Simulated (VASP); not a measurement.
Crystal: ScSi2.

```
Sc Si
1.0
     3.41713    0.00000    0.00000
    -1.70857    2.95933    0.00000
     0.00000    0.00000    6.41343
Sc Si
1 2
Direct
  0.00000 0.00000 0.00000
  0.33333 0.66667 0.35348
  0.66667 0.33333 0.64652
```

| Item | Value |
| --- | --- |
| Program | VASP 6.6.1 |
| Task | relaxation of cell and atoms |
| Functional | PBE |
| Potentials or basis | VASP PAW PBE potentials, release 64 (Sc_sv, Si) |
| Cutoff | 600 eV |
| k mesh | 6 × 6 × 4 |
| Occupations | gaussian, width 0.1 eV |
| Spin | no spin polarisation |

At the start: pressure -11.1 GPa; volume 21.62 Å³/atom.

Task: Where does the relaxation end?

Result: Over 10 steps the energy falls by 183.9 meV/atom and the volume is 17.40 Å³/atom (-19.5 %); space group P-3m1 (No. 164, to 0.05 Å).

Step by step:
| step | energy change (eV) | largest force (eV/Å) | pressure (GPa) | volume (Å³) |
| --- | --- | --- | --- | --- |
| 1 | 0.0000 | 0.2806 | -11.06 | 64.86 |
| 2 | -0.4290 | 0.0075 | 3.73 | 51.83 |
| 3 | -0.4522 | 0.0827 | 0.05 | 53.83 |
| 4 | -0.5040 | 0.1846 | 0.00 | 53.22 |
| 5 | -0.5073 | 0.2889 | 0.90 | 51.19 |
| 6 | -0.5491 | 0.2015 | 0.27 | 52.25 |
| 7 | -0.5491 | 0.1998 | 0.29 | 52.21 |
| 8 | -0.5510 | 0.0154 | -0.39 | 52.46 |
| 9 | -0.5512 | 0.0509 | -0.24 | 52.41 |
| 10 | -0.5518 | 0.0057 | 0.16 | 52.21 |

Final structure:
```
Sc Si
1.0
     3.09107    0.00000    0.00000
    -1.54554    2.67695    0.00000
     0.00000    0.00000    6.31023
Sc Si
1 2
Direct
  0.00000 0.00000 0.00000
  0.33333 0.66667 0.35495
  0.66667 0.33333 0.64505
```

Caveat: the volume moved by over 15 % at a fixed basis, so the end points are rough.
